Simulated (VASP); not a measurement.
# KI (Cmcm) in VASP: notebook, part 2 of 2

VASP 6.6.1.

## 3. Single point, r2SCAN

POSCAR

```
KI
1.0
    2.4535653282     -4.2473909265      0.0000000000
    2.4535653282      4.2473909265      0.0000000000
    0.0000000000      0.0000000000      8.5819717627
K I
2 2
Direct
    0.5000000000      0.5000000000      0.5000000000
    0.5000000000      0.5000000000      0.0000000000
    0.8332910165      0.1667089835      0.2500000000
    0.1667089835      0.8332910165      0.7500000000
```

INCAR.step1

```
  ALGO = Normal
  EDIFF = 1E-4
  ENCUT = 520
  GGA = PE
  ISMEAR = 0
  LASPH = T
  LCHARG = F
  LREAL = F
  LWAVE = T
  NBANDS = 24
  NELM = 60
  PREC = Accurate
  SIGMA = 0.05
```

INCAR.step2

```
  ALGO = Normal
  EDIFF = 1E-7
  ENCUT = 520
  ISIF = 2
  ISMEAR = 0
  ISTART = 1
  LASPH = T
  LCHARG = F
  LMIXTAU = T
  LREAL = F
  LWAVE = F
  METAGGA = R2SCAN
  NBANDS = 24
  NELM = 60
  PREC = Accurate
  SIGMA = 0.05
```

KPOINTS

```
k-points
0
Gamma
  6 6 4
```

Potentials or basis: VASP PAW PBE potentials, release 64 (K_sv, I).

The run is started by

```sh
cat potpaw_PBE.64/K_sv/POTCAR potpaw_PBE.64/I/POTCAR > POTCAR
cp INCAR.step1 INCAR
mpirun -np 1 vasp_std > vasp.out
cp INCAR.step2 INCAR
mpirun -np 1 vasp_std > vasp.out
```

OUTCAR:

```text
EDIFF = 1E-7
   ENCUT = 520
   ISIF = 2
   ISMEAR = 0
   ISTART = 1
   LASPH = T
   LREAL = F
   METAGGA = R2SCAN
   NELM = 60
   PREC = Accurate

 ion  position               nearest neighbor table
   1  0.500  0.500  0.500-   3 3.55   4 3.55   4 3.55   3 3.55   4 3.55   3 3.55
   2  0.500  0.500  0.000-   3 3.55   4 3.55   4 3.55   3 3.55   4 3.55   3 3.55
   3  0.833  0.167  0.250-   1 3.55   2 3.55   1 3.55   2 3.55   1 3.55   2 3.55
   4  0.167  0.833  0.750-   1 3.55   2 3.55   1 3.55   2 3.55   1 3.55   2 3.55

  LATTYP: Found a base centered orthorhombic cell.
 ALAT       =     4.9071306564
 B/A-ratio  =     1.7311097763
 C/A-ratio  =     1.7488777788

  Lattice vectors:

 A1 = (   2.4535653282,  -4.2473909265,   0.0000000000)
 A2 = (   2.4535653282,   4.2473909265,   0.0000000000)
 A3 = (   0.0000000000,   0.0000000000,   8.5819717627)

Analysis of symmetry for initial positions (statically):
=====================================================================
 Subroutine PRICEL returns:
 Original cell was already a primitive cell.

 Routine SETGRP: Setting up the symmetry group for a
 base centered orthorhombic supercell.

 Subroutine GETGRP returns: Found  8 space group operations
 (whereof  4 operations were pure point group operations)
 out of a pool of  8 trial point group operations.

The static configuration has the point symmetry C_2h.
 The point group associated with its full space group is D_2h.

Analysis of symmetry for dynamics (positions and initial velocities):
=====================================================================
 Subroutine PRICEL returns:
 Original cell was already a primitive cell.

 Routine SETGRP: Setting up the symmetry group for a
 base centered orthorhombic supercell.

 Subroutine GETGRP returns: Found  8 space group operations
 (whereof  4 operations were pure point group operations)
[... 124 lines left out ...]
   IALGO  =     38    algorithm
   IMIX   =      4    mixing-type and parameters
     AMIX     =   0.40;   BMIX     =  1.00
     AMIX_MAG =   1.60;   BMIX_MAG =  1.00
  volume/ion in A,a.u.               =      44.72       301.77
  Fermi-wavevector in a.u.,A,eV,Ry     =   0.922456  1.743190 11.577548  0.850926
  Thomas-Fermi vector in A             =   2.047985
   LORBIT       =      0    0 simple, 1 ext, 2 COOP (PROOUT), +10 PAW based schemes
   METAGGA = R2SCAN    functional components
   LHFCALC =     F    Hartree Fock is set to
   AEXX    =    0.0000 exact exchange contribution
   IVDW    =     0    specifies the selected vdW correction
   LEPSILON=     F    determine dielectric tensor
   LRPA    =     F    only Hartree local field effects (RPA)
 non-spin polarized calculation
 Gauss-broadening in eV      SIGMA  =   0.05
  energy-cutoff  :      520.00
  volume of cell :      178.87
 maximum number of plane-waves:      4856
   NGX = 19   NGY = 19   NGZ = 31

 number of electron      31.9999998 magnetization

 Free energy of the ion-electron system (eV)
  ---------------------------------------------------
  ext. energy  EPLUGINS =         0.00000000
  ---------------------------------------------------
  free energy    TOTEN  =       -67.88666465 eV

  energy without entropy =      -67.88666465  energy(sigma->0) =      -67.88666465

 E-fermi :  -0.4133     XC(G=0):  -7.4542

 val. band max:       -0.7500363149   @ k =   0.0000   0.0000   0.0000
 cond. band min:       3.7434376436   @ k =   0.0000   0.0000   0.0000
 fundamental gap:      4.4934739585
 Fermi energy:        -0.4133011179

 k-point     1 :       0.0000    0.0000    0.0000
  band No.  band energies     occupation
      1     -30.5705      2.00000
      2     -30.5658      2.00000
      3     -13.4545      2.00000
      4     -13.2845      2.00000
      5     -13.2845      2.00000
      6     -13.2720      2.00000
[... 637 lines left out ...]
     23       7.6477      0.00000
     24       8.1425      0.00000

 [... further k-points ...]

------------------------ aborting loop because EDIFF is reached ----------------------------------------

  FORCE on cell =-STRESS in cart. coord.  units (eV):
  Direction    XX          YY          ZZ          XY          YZ          ZX
  --------------------------------------------------------------------------------------
  -------------------------------------------------------------------------------------
  Total       -0.0100241      0.0000290      0.0034872      0.0000000     -0.0000000      0.0000000
  in kB       -0.0897884      0.0002594      0.0312357      0.0000000     -0.0000000      0.0000000
  external PRESSURE =      -0.0194311 kB  Pullay stress =       0.0000000 kB

 VOLUME and BASIS-vectors are now :
 -----------------------------------------------------------------------------
  energy-cutoff  :      520.00
  volume of cell :      178.87
      direct lattice vectors                 reciprocal lattice vectors
     2.453565328 -4.247390926  0.000000000     0.203785077 -0.117719327  0.000000000
     2.453565328  4.247390926  0.000000000     0.203785077  0.117719327  0.000000000
     0.000000000  0.000000000  8.581971763     0.000000000  0.000000000  0.116523338

 POSITION                                       TOTAL-FORCE (eV/Angst)
 -----------------------------------------------------------------------------------
      2.45357      0.00000      4.29099         0.000000      0.000000      0.000000
      2.45357      0.00000      0.00000        -0.000000      0.000000      0.000000
      2.45357     -2.83123      2.14549        -0.000000     -0.001155      0.000000
      2.45357      2.83123      6.43648        -0.000000      0.001155     -0.000000
 -----------------------------------------------------------------------------------
    total drift:                                0.000000      0.000000     -0.000000

  FREE ENERGIE OF THE ION-ELECTRON SYSTEM (eV)
  ---------------------------------------------------
  free  energy   TOTEN  =       -67.8866646479 eV

  energy  without entropy=      -67.8866646479  energy(sigma->0) =      -67.88666465
```

OUTCAR.step1:

```text
EDIFF = 1E-4
   ENCUT = 520
   GGA = PE
   ISMEAR = 0
[... 880 lines left out ...]
      2.45357      0.00000      4.29099         0.000000      0.000000      0.000000
      2.45357      0.00000      0.00000        -0.000000      0.000000      0.000000
      2.45357     -2.83123      2.14549         0.000000     -0.001045     -0.000000
      2.45357      2.83123      6.43648         0.000000      0.001045      0.000000
 -----------------------------------------------------------------------------------
    total drift:                                0.000000      0.000000     -0.000000

  FREE ENERGIE OF THE ION-ELECTRON SYSTEM (eV)
  ---------------------------------------------------
  free  energy   TOTEN  =       -11.0446753927 eV

  energy  without entropy=      -11.0446753927  energy(sigma->0) =      -11.04467539
```

Run time: 14 min. Hardware: 1 thread of Intel Xeon 8259CL, shared host; peak memory 0.4 GiB.

Results:

```yaml
Free_energy: -67.8867 eV
Pressure: 0.0 GPa
Band_gap_on_the_k_mesh: 4.49 eV
```

Levels at points of the mesh, in eV from the valence-band top:
```csv
k point,band 12,band 13,band 14,band 15,band 16,band 17,band 18,band 19,band 20,band 21
"(0.00, 0.00, 0.00)",-0.27,-0.27,-0.19,0.00,0.00,4.49,6.06,6.22,7.28,7.29
"(0.50, 0.00, 0.00)",-0.93,-0.68,-0.59,-0.36,-0.35,5.57,6.34,6.36,7.71,8.13
"(0.50, 0.50, 0.00)",-0.93,-0.68,-0.59,-0.36,-0.35,5.57,6.33,6.36,7.71,8.14
"(0.00, 0.00, 0.50)",-0.86,-0.14,-0.14,-0.14,-0.14,5.57,5.57,6.87,6.87,7.66
"(0.50, 0.00, 0.50)",-1.20,-0.52,-0.52,-0.35,-0.35,6.14,6.14,6.22,6.22,8.77
"(0.50, 0.50, 0.50)",-1.20,-0.52,-0.52,-0.35,-0.35,6.14,6.14,6.22,6.22,8.76
```

Caveat: the PAW data sets were made with another functional, which shifts forces and pressure a little; spin-orbit coupling is left out, which moves the levels of the heavy elements.
